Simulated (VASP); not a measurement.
# LuH2 (Fm-3m) in VASP: a series of runs

The runs below take LuH2 through single point, relaxation of cell and atoms, with PBEsol.

Program: VASP 6.6.1. These are calculated values, not measurements. Logs are shortened: lines on timing, memory, paths and dates and some standing lists are left out, and cuts for length are marked.

## 1. The cell of the first run

The structure is cubic, space group Fm-3m (No. 225). The conventional cell has a = 4.713 Å, b = 4.713 Å, c = 4.713 Å, α = 90.00°, β = 90.00°, γ = 90.00°. Within 2.7 Å of Lu (site symmetry m-3m) lie 8 H at 2.04 Å. H (site symmetry -43m) has 4 Lu at 2.04 Å and 6 H at 2.36 Å within 2.7 Å.

## 2. Single point, PBEsol

INCAR

```
ALGO = Normal
EDIFF = 1E-7
ENCUT = 520
GGA = PS
ISIF = 2
ISMEAR = -1
LASPH = T
LCHARG = F
LREAL = F
LWAVE = F
NBANDS = 20
NELM = 80
PREC = Accurate
SIGMA = 0.1
```

KPOINTS

```
k-points
0
Gamma
  11 11 11
```

POSCAR

```
LuH2
1.0
    0.0000000000      2.3564274886      2.3564274886
    2.3564274886      0.0000000000      2.3564274886
    2.3564274886      2.3564274886      0.0000000000
Lu H
1 2
Direct
    0.0000000000      0.0000000000      0.0000000000
    0.2500000000      0.2500000000      0.2500000000
    0.7500000000      0.7500000000      0.7500000000
```

Potentials or basis: VASP PAW PBE potentials, release 64 (Lu, H).

The run is started by

```bash
> cat potpaw_PBE.64/Lu/POTCAR potpaw_PBE.64/H/POTCAR > POTCAR
> mpirun -np 1 vasp_std > vasp.out
```

OUTCAR:

```text
EDIFF = 1E-7
   ENCUT = 520
   GGA = PS
   ISIF = 2
   ISMEAR = -1
   LASPH = T
   LREAL = F
   NELM = 80
   PREC = Accurate

 ion  position               nearest neighbor table
   1  0.000  0.000  0.000-   2 2.04   3 2.04   3 2.04   3 2.04   3 2.04   2 2.04   2 2.04   2 2.04

   2  0.250  0.250  0.250-   1 2.04   1 2.04   1 2.04   1 2.04
   3  0.750  0.750  0.750-   1 2.04   1 2.04   1 2.04   1 2.04

  LATTYP: Found a face centered cubic cell.
 ALAT       =     4.7128549772

  Lattice vectors:

 A1 = (   0.0000000000,   2.3564274886,   2.3564274886)
 A2 = (   2.3564274886,   0.0000000000,   2.3564274886)
 A3 = (   2.3564274886,   2.3564274886,   0.0000000000)

Analysis of symmetry for initial positions (statically):
=====================================================================
 Subroutine PRICEL returns:
 Original cell was already a primitive cell.

 Routine SETGRP: Setting up the symmetry group for a
 face centered cubic supercell.

 Subroutine GETGRP returns: Found 48 space group operations
 (whereof 48 operations were pure point group operations)
 out of a pool of 48 trial point group operations.

The static configuration has the point symmetry O_h .

Analysis of symmetry for dynamics (positions and initial velocities):
=====================================================================
 Subroutine PRICEL returns:
 Original cell was already a primitive cell.

 Routine SETGRP: Setting up the symmetry group for a
 face centered cubic supercell.

 Subroutine GETGRP returns: Found 48 space group operations
 (whereof 48 operations were pure point group operations)
 out of a pool of 48 trial point group operations.

The dynamic configuration has the point symmetry O_h .

 Subroutine INISYM returns: Found 48 space group operations
 (whereof 48 operations are pure point group operations),
 and found     1 'primitive' translations

----------------------------------------------------------------------------------------

                                     Primitive cell

  volume of cell :      26.1693

  direct lattice vectors                    reciprocal lattice vectors
     0.000000000  2.356427489  2.356427489    -0.212185608  0.212185608  0.212185608
[... 83 lines left out ...]
   LNONCOLLINEAR =      F non collinear calculations
   LSORBIT =      F    spin-orbit coupling
   LASPH  =      T    aspherical Exc in radial PAW
   ENCUT  =  520.0 eV  38.22 Ry    6.18 a.u.   6.20  6.20  6.20*2*pi/ulx,y,z
   NELM   =     80;   NELMIN=  2; NELMDL= -5     # of ELM steps
   EDIFF  = 0.1E-06   stopping-criterion for ELM
   LREAL  =      F    real-space projection
   EDIFFG = 0.1E-05   stopping-criterion for IOM
   NSW    =      0    number of steps for IOM
   IBRION =     -1    ionic relax: 0-MD 1-quasi-New 2-CG
   NFREE  =      0    steps in history (QN), initial steepest desc. (CG)
   ISIF   =      2    stress and relaxation
   ISYM   =      2    0-nonsym 1-usesym 2-fastsym
   POTIM  = 0.5000    time-step for ionic-motion
   TEBEG  =    0.0;   TEEND  =   0.0 temperature during run
   PSTRESS=    0.0 pullay stress
   NELECT =      27.0000    total number of electrons
   NUPDOWN=      -1.0000    fix difference up-down
   EMIN   =  10.00;   EMAX   =-10.00  energy-range for DOS
   EFERMI =   0.00;   METHOD = LEGACY
   ISMEAR =    -1;   SIGMA  =   0.10  broadening in eV -4-tet -1-fermi 0-gaus
   EFERMI_NEDOS =   21; number of points for ismear=-14 and -15
   IALGO  =     38    algorithm
   IMIX   =      4    mixing-type and parameters
     AMIX     =   0.40;   BMIX     =  1.00
     AMIX_MAG =   1.60;   BMIX_MAG =  1.00
  volume/ion in A,a.u.               =       8.72        58.87
  Fermi-wavevector in a.u.,A,eV,Ry     =   1.654241  3.126061 37.232505  2.736512
  Thomas-Fermi vector in A             =   2.742542
   LORBIT       =      0    0 simple, 1 ext, 2 COOP (PROOUT), +10 PAW based schemes
   GGA     = PS    functional components
   LHFCALC =     F    Hartree Fock is set to
   AEXX    =    0.0000 exact exchange contribution
   IVDW    =     0    specifies the selected vdW correction
   LEPSILON=     F    determine dielectric tensor
   LRPA    =     F    only Hartree local field effects (RPA)
 non-spin polarized calculation
  energy-cutoff  :      520.00
  volume of cell :       26.17
 maximum number of plane-waves:       725
 NGX is ok and might be reduce to    28
   NGX = 13   NGY = 13   NGZ = 13

 number of electron      26.9999995 magnetization

 Free energy of the ion-electron system (eV)
  ---------------------------------------------------
  ext. energy  EPLUGINS =         0.00000000
  ---------------------------------------------------
  free energy    TOTEN  =       -13.45376741 eV

  energy without entropy =      -13.43493915  energy(sigma->0) =      -13.44435328

 E-fermi :   3.1963     XC(G=0): -12.2003

 val. band max:        3.1598768441   @ k =   0.4545   0.2727   0.0909
 cond. band min:       3.2532615357   @ k =  -0.4545   0.1818   0.0000
 fundamental gap:      0.0933846916
 Fermi energy:         3.1962743846

 k-point     1 :       0.0000    0.0000    0.0000
  band No.  band energies     occupation
      1     -52.2901      2.00000
      2     -22.7006      2.00000
      3     -22.7006      2.00000
      4     -22.7006      2.00000
      5      -6.7696      2.00000
      6      -1.6918      2.00000
[... 541 lines left out ...]
     19      12.7920      0.00000
     20      15.1035      0.00000

 [... further k-points ...]

------------------------ aborting loop because EDIFF is reached ----------------------------------------

  FORCE on cell =-STRESS in cart. coord.  units (eV):
  Direction    XX          YY          ZZ          XY          YZ          ZX
  --------------------------------------------------------------------------------------
  -------------------------------------------------------------------------------------
  Total        3.3554994      3.3554994      3.3554994      0.0000000      0.0000000     -0.0000000
  in kB      205.4355086    205.4355086    205.4355086      0.0000000      0.0000000     -0.0000000
  external PRESSURE =     205.4355086 kB  Pullay stress =       0.0000000 kB

 VOLUME and BASIS-vectors are now :
 -----------------------------------------------------------------------------
  energy-cutoff  :      520.00
  volume of cell :       26.17
      direct lattice vectors                 reciprocal lattice vectors
     0.000000000  2.356427489  2.356427489    -0.212185608  0.212185608  0.212185608
     2.356427489  0.000000000  2.356427489     0.212185608 -0.212185608  0.212185608
     2.356427489  2.356427489  0.000000000     0.212185608  0.212185608 -0.212185608

 POSITION                                       TOTAL-FORCE (eV/Angst)
 -----------------------------------------------------------------------------------
      0.00000      0.00000      0.00000        -0.000000      0.000000     -0.000000
      1.17821      1.17821      1.17821         0.000000      0.000000      0.000000
      3.53464      3.53464      3.53464        -0.000000     -0.000000      0.000000
 -----------------------------------------------------------------------------------
    total drift:                               -0.000000     -0.000000      0.000000

  FREE ENERGIE OF THE ION-ELECTRON SYSTEM (eV)
  ---------------------------------------------------
  free  energy   TOTEN  =       -13.4537674094 eV

  energy  without entropy=      -13.4349391456  energy(sigma->0) =      -13.44435328
```

OSZICAR:

```text
N       E                     dE             d eps       ncg     rms          rms(c)
DAV:   1     0.894852821713E+02    0.89485E+02   -0.10673E+04  2876   0.433E+03
DAV:   2    -0.687454871855E+01   -0.96360E+02   -0.92979E+02  2480   0.396E+02
DAV:   3    -0.141257246932E+02   -0.72512E+01   -0.71835E+01  2536   0.788E+01
DAV:   4    -0.143432612210E+02   -0.21754E+00   -0.21669E+00  3048   0.120E+01
DAV:   5    -0.143482497687E+02   -0.49885E-02   -0.49875E-02  2692   0.164E+00    0.746E+00
DAV:   6    -0.136314907583E+02    0.71676E+00   -0.13512E+00  3636   0.306E+01    0.378E+00
DAV:   7    -0.134601288067E+02    0.17136E+00   -0.30159E-01  3212   0.496E+00    0.910E-01
DAV:   8    -0.134527992680E+02    0.73295E-02   -0.32505E-02  3644   0.191E+00    0.213E-01
DAV:   9    -0.134537018943E+02   -0.90263E-03   -0.30669E-03  2956   0.332E-01    0.688E-02
DAV:  10    -0.134537734067E+02   -0.71512E-04   -0.21671E-04  3464   0.227E-01    0.221E-02
DAV:  11    -0.134537680401E+02    0.53666E-05   -0.21643E-05  3520   0.525E-02    0.726E-03
DAV:  12    -0.134537674754E+02    0.56472E-06   -0.16771E-06  3156   0.159E-02    0.856E-04
DAV:  13    -0.134537674094E+02    0.65975E-07   -0.86269E-08  1760   0.769E-03
   1 F= -.13453767E+02 E0= -.13444353E+02  d E =-.188283E-01
```

stdout:

```text
POSCAR found type information on POSCAR LuH
 POSCAR found :  2 types and       3 ions
 scaLAPACK will be used
 -----------------------------------------------------------------------------
|                                                                             |
|                                                                             |
|     You enforced a specific xc type in the INCAR file but a different       |
|     I HOPE YOU KNOW WHAT YOU ARE DOING!                                     |
|                                                                             |
 -----------------------------------------------------------------------------

 LDA part: xc-table for (Slater+PW92), standard interpolation
 POSCAR, INCAR and KPOINTS ok, starting setup
 FFT: planning ... GRIDC
 FFT: planning ... GRID_SOFT
 FFT: planning ... GRID
 WAVECAR not read
 entering main loop
```

Wall time 32 s (1 thread of AMD EPYC 7R43 (Zen 3), shared host); peak memory 0.15 GiB.

Results:

```yaml
Free_energy: -13.4538 eV
Pressure: 20.5 GPa
Band_gap_on_the_k_mesh: zero (an odd number of electrons rules out a gap without spin polarisation)
```

Levels at points of the mesh, in eV from the Fermi level:
```csv
k point,band 9,band 10,band 11,band 12,band 13,band 14,band 15,band 16,band 17,band 18
"(0.00, 0.00, 0.00)",-4.35,-4.23,-4.23,-4.23,0.18,1.60,1.60,1.60,5.10,5.10
```

Caveat: the cell stands under pressure; the PAW data sets were made with another functional, which shifts forces and pressure a little; spin-orbit coupling is left out, which moves the levels of the heavy elements.

## 3. Relaxation of cell and atoms, PBEsol, target pressure 20 GPa, at which the enthalpy is minimised

This run uses another cell than the first one, of 10.62 Å³/atom.

INCAR

```
PREC = Accurate
ENCUT = 600
EDIFF = 1E-6
ISMEAR = -1
SIGMA = 0.1
LREAL = F
LASPH = T
NELM = 60
ALGO = Normal
ISIF = 3
LWAVE = F
LCHARG = F
GGA = PS
IBRION = 2
NSW = 80
EDIFFG = -0.005
PSTRESS = 200.0
```

KPOINTS

```
regular mesh
0
Gamma
  11 11 11
```

POSCAR

```
LuH2
1.0
    0.0000000000      2.5165000000      2.5165000000
    2.5165000000      0.0000000000      2.5165000000
    2.5165000000      2.5165000000      0.0000000000
Lu H
1 2
Direct
    0.0000000000      0.0000000000      0.0000000000
    0.2500000000      0.2500000000      0.2500000000
    0.7500000000      0.7500000000      0.7500000000
```

Potentials or basis: VASP PAW PBE potentials, release 64 (Lu, H).

The run is started by

```bash
> cat potpaw_PBE.64/Lu/POTCAR potpaw_PBE.64/H/POTCAR > POTCAR
> mpirun -np 1 vasp_std > vasp.out
```

OUTCAR:

```text
PREC = Accurate
   ENCUT = 600
   EDIFF = 1E-6
   ISMEAR = -1
   LREAL = F
   LASPH = T
   NELM = 60
   ISIF = 3
   GGA = PS
   IBRION = 2
   NSW = 80
   EDIFFG = -0.005
   PSTRESS = 200.0

 ion  position               nearest neighbor table
   1  0.000  0.000  0.000-   3 2.18   3 2.18   3 2.18   2 2.18   2 2.18   2 2.18   3 2.18   2 2.18

   2  0.250  0.250  0.250-   1 2.18   1 2.18   1 2.18   1 2.18
   3  0.750  0.750  0.750-   1 2.18   1 2.18   1 2.18   1 2.18

  LATTYP: Found a face centered cubic cell.
 ALAT       =     5.0330000000

  Lattice vectors:

 A1 = (   0.0000000000,   2.5165000000,   2.5165000000)
 A2 = (   2.5165000000,   0.0000000000,   2.5165000000)
 A3 = (   2.5165000000,   2.5165000000,   0.0000000000)

Analysis of symmetry for initial positions (statically):
=====================================================================
 Subroutine PRICEL returns:
 Original cell was already a primitive cell.

 Routine SETGRP: Setting up the symmetry group for a
 face centered cubic supercell.

 Subroutine GETGRP returns: Found 48 space group operations
 (whereof 48 operations were pure point group operations)
 out of a pool of 48 trial point group operations.

The static configuration has the point symmetry O_h .

Analysis of symmetry for dynamics (positions and initial velocities):
=====================================================================
 Subroutine PRICEL returns:
 Original cell was already a primitive cell.

[... 153 lines left out ...]
  ext. energy  EPLUGINS =         0.00000000
  ---------------------------------------------------
  free energy    TOTEN  =       -13.69602669 eV

  energy without entropy =      -13.67542059  energy(sigma->0) =      -13.68572364

 E-fermi :   2.5303     XC(G=0): -11.1901

 val. band max:        2.5095084971   @ k =   0.4545   0.2727   0.0909
 cond. band min:       2.5849270132   @ k =  -0.4545   0.1818   0.0000
 fundamental gap:      0.0754185161
 Fermi energy:         2.5302856172

 k-point     1 :       0.0000    0.0000    0.0000
  band No.  band energies     occupation
      1     -53.6157      2.00000
      2     -24.1287      2.00000
      3     -24.1287      2.00000
      4     -24.1287      2.00000
      5      -6.7545      2.00000
      6      -2.6810      2.00000
[... 583 lines left out ...]
  energy  without entropy=      -13.4483842325  energy(sigma->0) =      -13.45781250

  enthalpy is  TOTEN    =       -10.1900175571 eV   P V=        3.2772232049

[... ionic steps 4 to 15 ...]

--------------------------------------- Ionic step       16  -------------------------------------------

 number of electron      26.9999994 magnetization

------------------------ aborting loop because EDIFF is reached ----------------------------------------
[... 73 lines left out ...]
--------------------------------------- Ionic step       18  -------------------------------------------

 number of electron      26.9999994 magnetization

 Free energy of the ion-electron system (eV)
  ---------------------------------------------------
  ext. energy  EPLUGINS =         0.00000000
  ---------------------------------------------------
  free energy    TOTEN  =       -13.47108802 eV

  energy without entropy =      -13.45222149  energy(sigma->0) =      -13.46165476

 E-fermi :   3.1806     XC(G=0): -12.1768

 val. band max:        3.1446499862   @ k =   0.4545   0.2727   0.0909
 cond. band min:       3.2375126136   @ k =  -0.4545   0.1818   0.0000
 fundamental gap:      0.0928626273
 Fermi energy:         3.1805690734

 k-point     1 :       0.0000    0.0000    0.0000
  band No.  band energies     occupation
      1     -52.3196      2.00000
      2     -22.7334      2.00000
      3     -22.7334      2.00000
      4     -22.7334      2.00000
      5      -6.7714      2.00000
      6      -1.7125      2.00000
[... 505 lines left out ...]
  energy  without entropy=      -13.4522214890  energy(sigma->0) =      -13.46165476

  enthalpy is  TOTEN    =       -10.1900413219 eV   P V=        3.2810467021

 reached required accuracy - stopping structural energy minimisation
```

CONTCAR:

```text
LuH2
   1.00000000000000
     0.0000000000000000    2.3598677635898366    2.3598677635898366
     2.3598677635898366    0.0000000000000000    2.3598677635898366
     2.3598677635898366    2.3598677635898366   -0.0000000000000000
  Lu              H
     1     2
Direct
     0.0000000000000000    0.0000000000000000    0.0000000000000000
     0.2500000000000000    0.2500000000000000    0.2500000000000000
     0.7500000000000000    0.7500000000000000    0.7500000000000000

  0.00000000E+00  0.00000000E+00  0.00000000E+00
  0.00000000E+00  0.00000000E+00  0.00000000E+00
  0.00000000E+00  0.00000000E+00  0.00000000E+00
```

It took 4.5 min on 1 thread of AMD EPYC 7R43 (Zen 3), shared host; peak memory 0.18 GiB.

What came out:

| Quantity | Value |
| --- | --- |
| Free energy | -13.4711 eV |
| Relaxed volume | 8.76 Å³/atom |
| Relaxed cell | a = 3.337 Å, b = 3.337 Å, c = 3.337 Å, α = 60.00°, β = 60.00°, γ = 60.00° |
| Space group after relaxing (to 0.1 Å) | Fm-3m (No. 225) |
| Energy change on relaxing (the run minimises the enthalpy) | +75.0 meV/atom |
| Ionic steps | 18 |
| Pressure after relaxing | 20.1 GPa |
| Band gap on the k mesh | zero (an odd number of electrons rules out a gap without spin polarisation) |

The path:
```tsv
step	energy change (eV)	largest force (eV/Å)	pressure (GPa)	volume (Å³)
1	0.0000	0.0000	-3.66	31.87
2	0.3907	0.0000	27.66	25.17
3	0.2288	0.0000	20.14	26.25
4	0.2157	0.0000	19.52	26.36
5	0.2159	0.0000	19.59	26.36
6	0.2165	0.0000	19.42	26.35
7	0.2165	0.0000	19.47	26.35
8	0.2165	0.0000	19.58	26.35
9	0.2166	0.0000	19.59	26.35
10	0.2166	0.0000	19.69	26.35
11	0.2167	0.0000	19.69	26.35
12	0.2169	0.0000	19.60	26.35
13	0.2173	0.0000	19.63	26.35
14	0.2182	0.0000	19.61	26.34
15	0.2199	0.0000	19.68	26.32
16	0.2233	0.0000	19.83	26.30
17	0.2302	0.0000	20.56	26.24
18	0.2249	0.0000	20.07	26.28
```

Final structure:
```
CELL_PARAMETERS angstrom
0.00000 2.35987 2.35987
2.35987 0.00000 2.35987
2.35987 2.35987 0.00000
ATOMIC_POSITIONS crystal
Lu 0.00000 0.00000 0.00000
H 0.25000 0.25000 0.25000
H 0.75000 0.75000 0.75000
```

Levels at points of the mesh, in eV from the Fermi level:
| k point | band 10 | band 11 | band 12 | band 13 | band 14 | band 15 | band 16 | band 17 |
| --- | --- | --- | --- | --- | --- | --- | --- | --- |
| (0.00, 0.00, 0.00) | -4.24 | -4.24 | -4.24 | 0.16 | 1.59 | 1.59 | 1.59 | 5.08 |

Caveat: the cell is relaxed towards a set pressure, so the run minimises the enthalpy, not the energy; the volume moved by over 15 % at a fixed basis, so the end points are rough; the PAW data sets were made with another functional, which shifts forces and pressure a little; spin-orbit coupling is left out, which moves the levels of the heavy elements.
